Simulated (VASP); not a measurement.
# SiGe (P6_3mc) in VASP: a series of runs, part 2 of 3

VASP 6.6.1.

**3. Single point, LDA**

Contents of INCAR:

```
  ALGO = Normal
  EDIFF = 1E-6
  ENCUT = 520
  ISIF = 2
  ISMEAR = 0
  LASPH = T
  LCHARG = F
  LREAL = F
  LWAVE = F
  NBANDS = 26
  NELM = 100
  PREC = Accurate
  SIGMA = 0.03
```

Contents of KPOINTS:

```
k-points
0
Gamma
  12 12 6
```

Contents of POSCAR:

```
SiGe
1.0
    3.8694935620      0.0000000000      0.0000000000
   -1.9347467810      3.3510797245      0.0000000000
    0.0000000000      0.0000000000      6.3947485195
Si Ge
2 2
Direct
    0.6666666667      0.3333333333      0.8745031008
    0.3333333333      0.6666666667      0.3745031008
    0.6666666667      0.3333333333      0.5004958992
    0.3333333333      0.6666666667      0.0004958992
```

Potentials or basis: VASP PAW LDA potentials, release 64 (Si, Ge_d).

Command:

```console
$ cat potpaw_LDA.64/Si/POTCAR potpaw_LDA.64/Ge_d/POTCAR > POTCAR
$ mpirun -np 1 vasp_std > vasp.out
```

OUTCAR:

```text
EDIFF = 1E-6
   ENCUT = 520
   ISIF = 2
   ISMEAR = 0
   LASPH = T
   LREAL = F
   NELM = 100
   PREC = Accurate

 ion  position               nearest neighbor table
   1  0.667  0.333  0.875-   4 2.37   4 2.37   4 2.37   3 2.39
   2  0.333  0.667  0.375-   3 2.37   3 2.37   3 2.37   4 2.39
   3  0.667  0.333  0.500-   2 2.37   2 2.37   2 2.37   1 2.39
   4  0.333  0.667  0.000-   1 2.37   1 2.37   1 2.37   2 2.39

  LATTYP: Found a hexagonal cell.
 ALAT       =     3.8694935620
 C/A-ratio  =     1.6526060625

  Lattice vectors:

 A1 = (   3.8694935620,   0.0000000000,   0.0000000000)
 A2 = (  -1.9347467810,   3.3510797245,   0.0000000000)
 A3 = (   0.0000000000,   0.0000000000,   6.3947485195)

Analysis of symmetry for initial positions (statically):
=====================================================================
 Subroutine PRICEL returns:
 Original cell was already a primitive cell.

 Routine SETGRP: Setting up the symmetry group for a
 hexagonal supercell.

 Subroutine GETGRP returns: Found 12 space group operations
 (whereof  6 operations were pure point group operations)
 out of a pool of 24 trial point group operations.

The static configuration has the point symmetry C_3v.
 The point group associated with its full space group is C_6v.

Analysis of symmetry for dynamics (positions and initial velocities):
=====================================================================
 Subroutine PRICEL returns:
 Original cell was already a primitive cell.

 Routine SETGRP: Setting up the symmetry group for a
 hexagonal supercell.

 Subroutine GETGRP returns: Found 12 space group operations
 (whereof  6 operations were pure point group operations)
 out of a pool of 24 trial point group operations.

The dynamic configuration has the point symmetry C_3v.
[... 113 lines left out ...]
   TEBEG  =    0.0;   TEEND  =   0.0 temperature during run
   PSTRESS=    0.0 pullay stress
   NELECT =      36.0000    total number of electrons
   NUPDOWN=      -1.0000    fix difference up-down
   EMIN   =  10.00;   EMAX   =-10.00  energy-range for DOS
   EFERMI =   0.00;   METHOD = LEGACY
   ISMEAR =     0;   SIGMA  =   0.03  broadening in eV -4-tet -1-fermi 0-gaus
   EFERMI_NEDOS =   21; number of points for ismear=-14 and -15
   IALGO  =     38    algorithm
   IMIX   =      4    mixing-type and parameters
     AMIX     =   0.40;   BMIX     =  1.00
     AMIX_MAG =   1.60;   BMIX_MAG =  1.00
  volume/ion in A,a.u.               =      20.73       139.89
  Fermi-wavevector in a.u.,A,eV,Ry     =   1.239619  2.342540 20.907463  1.536655
  Thomas-Fermi vector in A             =   2.374094
   LORBIT       =      0    0 simple, 1 ext, 2 COOP (PROOUT), +10 PAW based schemes
   GGA     = CA    functional components
   LHFCALC =     F    Hartree Fock is set to
   AEXX    =    0.0000 exact exchange contribution
   IVDW    =     0    specifies the selected vdW correction
   LEPSILON=     F    determine dielectric tensor
   LRPA    =     F    only Hartree local field effects (RPA)
 non-spin polarized calculation
 Gauss-broadening in eV      SIGMA  =   0.03
  energy-cutoff  :      520.00
  volume of cell :       82.92
 maximum number of plane-waves:      2259
 NGX is ok and might be reduce to    30
   NGX = 15   NGY = 15   NGZ = 23

 number of electron      35.9999975 magnetization

 Free energy of the ion-electron system (eV)
  ---------------------------------------------------
  ext. energy  EPLUGINS =         0.00000000
  ---------------------------------------------------
  free energy    TOTEN  =       -22.21887820 eV

  energy without entropy =      -22.21887820  energy(sigma->0) =      -22.21887820

 E-fermi :   5.8401     XC(G=0): -10.0899

 val. band max:        5.7198238965   @ k =   0.0000   0.0000   0.0000
 cond. band min:       6.0395310794   @ k =   0.5000  -0.0000   0.0000
 fundamental gap:      0.3197071830
 Fermi energy:         5.8401040221

 k-point     1 :       0.0000    0.0000    0.0000
  band No.  band energies     occupation
      1     -19.0007      2.00000
      2     -19.0007      2.00000
      3     -18.9972      2.00000
      4     -18.9972      2.00000
      5     -18.9942      2.00000
      6     -18.9942      2.00000
[... 685 lines left out ...]
     25      12.8067      0.00000
     26      13.2061      0.00000

 [... further k-points ...]
[... 5 lines left out ...]
  --------------------------------------------------------------------------------------
  -------------------------------------------------------------------------------------
  Total        0.0554034      0.0554034      0.0543100      0.0000000      0.0000000      0.0000000
  in kB        1.0704959      1.0704959      1.0493690      0.0000000      0.0000000      0.0000000
  external PRESSURE =       1.0634536 kB  Pullay stress =       0.0000000 kB

 VOLUME and BASIS-vectors are now :
 -----------------------------------------------------------------------------
  energy-cutoff  :      520.00
  volume of cell :       82.92
      direct lattice vectors                 reciprocal lattice vectors
     3.869493562  0.000000000  0.000000000     0.258431752  0.149205641  0.000000000
    -1.934746781  3.351079724  0.000000000     0.000000000  0.298411283  0.000000000
     0.000000000  0.000000000  6.394748520     0.000000000  0.000000000  0.156378315

 POSITION                                       TOTAL-FORCE (eV/Angst)
 -----------------------------------------------------------------------------------
      1.93475      1.11703      5.59223        -0.000000      0.000000     -0.001151
     -0.00000      2.23405      2.39485         0.000000     -0.000000     -0.001151
      1.93475      1.11703      3.20055        -0.000000      0.000000      0.001151
     -0.00000      2.23405      0.00317        -0.000000      0.000000      0.001151
 -----------------------------------------------------------------------------------
    total drift:                                0.000000     -0.000000      0.001103

  FREE ENERGIE OF THE ION-ELECTRON SYSTEM (eV)
  ---------------------------------------------------
  free  energy   TOTEN  =       -22.2188782009 eV

  energy  without entropy=      -22.2188782009  energy(sigma->0) =      -22.21887820
```

Wall time 2 min (1 thread of Intel Xeon Platinum 8375C at 2.90GHz (Ice Lake), shared host); peak memory 0.26 GiB.

Results:

| Quantity | Value |
| --- | --- |
| Free energy | -22.2189 eV |
| Pressure | 0.1 GPa |
| Band gap on the k mesh | 0.32 eV (least direct gap 0.44 eV) |

Levels at points of the mesh, in eV from the valence-band top:
```tsv
k point	band 16	band 17	band 18	band 19	band 20	band 21
(0.00, 0.00, 0.00)	-0.33	0.00	0.00	0.44	1.59	2.03
(0.50, 0.00, 0.00)	-3.24	-3.11	-1.56	0.32	2.00	3.18
(0.00, 0.00, 0.50)	-0.99	-0.99	-0.99	1.25	1.25	3.09
(0.50, 0.00, 0.50)	-2.66	-2.57	-2.57	0.61	0.61	1.76
```

A k mesh can miss the band edges.

**4. Single point, LDA**

Contents of INCAR:

```
SYSTEM = SiGe
PREC = Accurate
ENCUT = 520
EDIFF = 1E-7
ISMEAR = 0
SIGMA = 0.03
LREAL = .FALSE.
LASPH = .TRUE.
NELM = 80
ALGO = Normal
ISIF = 2
LWAVE = .FALSE.
LCHARG = .FALSE.
GGA = CA
NBANDS = 26
```

Contents of KPOINTS:

```
Automatic mesh
0
G
  12 12 6
  0 0 0
```

POSCAR is that of step 3.

Potentials or basis: VASP PAW LDA potentials, release 64 (Si, Ge_d).

Command:

```console
$ cat potpaw_LDA.64/Si/POTCAR potpaw_LDA.64/Ge_d/POTCAR > POTCAR
$ mpirun -np 1 vasp_std > vasp.out
```

OUTCAR:

```text
SYSTEM = SiGe
   PREC = Accurate
   ENCUT = 520
   EDIFF = 1E-7
   ISMEAR = 0
   LREAL = .FALSE.
   LASPH = .TRUE.
   NELM = 80
   ISIF = 2
   GGA = CA

 ion  position               nearest neighbor table
   1  0.667  0.333  0.875-   4 2.37   4 2.37   4 2.37   3 2.39
   2  0.333  0.667  0.375-   3 2.37   3 2.37   3 2.37   4 2.39
   3  0.667  0.333  0.500-   2 2.37   2 2.37   2 2.37   1 2.39
   4  0.333  0.667  0.000-   1 2.37   1 2.37   1 2.37   2 2.39

  LATTYP: Found a hexagonal cell.
 ALAT       =     3.8694935620
 C/A-ratio  =     1.6526060625

  Lattice vectors:

 A1 = (   3.8694935620,   0.0000000000,   0.0000000000)
 A2 = (  -1.9347467810,   3.3510797245,   0.0000000000)
 A3 = (   0.0000000000,   0.0000000000,   6.3947485195)

Analysis of symmetry for initial positions (statically):
=====================================================================
 Subroutine PRICEL returns:
 Original cell was already a primitive cell.

 Routine SETGRP: Setting up the symmetry group for a
 hexagonal supercell.

[... 167 lines left out ...]
  ext. energy  EPLUGINS =         0.00000000
  ---------------------------------------------------
  free energy    TOTEN  =       -22.21887823 eV

  energy without entropy =      -22.21887823  energy(sigma->0) =      -22.21887823

 E-fermi :   5.8403     XC(G=0): -10.0897

 val. band max:        5.7200510730   @ k =   0.0000   0.0000   0.0000
 cond. band min:       6.0396778402   @ k =   0.5000  -0.0000   0.0000
 fundamental gap:      0.3196267672
 Fermi energy:         5.8403287961

 k-point     1 :       0.0000    0.0000    0.0000
  band No.  band energies     occupation
      1     -19.0003      2.00000
      2     -19.0003      2.00000
      3     -18.9968      2.00000
      4     -18.9968      2.00000
      5     -18.9938      2.00000
      6     -18.9938      2.00000
[... 685 lines left out ...]
     25      12.8069      0.00000
     26      13.2060      0.00000

 [... further k-points ...]
[... 5 lines left out ...]
  --------------------------------------------------------------------------------------
  -------------------------------------------------------------------------------------
  Total        0.0590491      0.0590491      0.0581260      0.0000000     -0.0000000      0.0000000
  in kB        1.1409366      1.1409366      1.1230999      0.0000000     -0.0000000      0.0000000
  external PRESSURE =       1.1349910 kB  Pullay stress =       0.0000000 kB

 VOLUME and BASIS-vectors are now :
 -----------------------------------------------------------------------------
  energy-cutoff  :      520.00
  volume of cell :       82.92
      direct lattice vectors                 reciprocal lattice vectors
     3.869493562  0.000000000  0.000000000     0.258431752  0.149205641  0.000000000
    -1.934746781  3.351079724  0.000000000     0.000000000  0.298411283  0.000000000
     0.000000000  0.000000000  6.394748520     0.000000000  0.000000000  0.156378315

 POSITION                                       TOTAL-FORCE (eV/Angst)
 -----------------------------------------------------------------------------------
      1.93475      1.11703      5.59223         0.000000      0.000000     -0.001136
     -0.00000      2.23405      2.39485        -0.000000      0.000000     -0.001136
      1.93475      1.11703      3.20055        -0.000000      0.000000      0.001136
     -0.00000      2.23405      0.00317         0.000000      0.000000      0.001136
 -----------------------------------------------------------------------------------
    total drift:                                0.000000     -0.000000      0.001148

  FREE ENERGIE OF THE ION-ELECTRON SYSTEM (eV)
  ---------------------------------------------------
  free  energy   TOTEN  =       -22.2188782288 eV

  energy  without entropy=      -22.2188782288  energy(sigma->0) =      -22.21887823
```

It took 1.7 min on 1 thread of Intel Xeon Platinum 8375C at 2.90GHz (Ice Lake), shared host; peak memory 0.25 GiB.

Results:

```yaml
Free_energy: -22.2189 eV
Pressure: 0.1 GPa
Band_gap_on_the_k_mesh: 0.32 eV (least direct gap 0.44 eV)
```

A k mesh can miss the band edges.

[end of part 2 of 3]
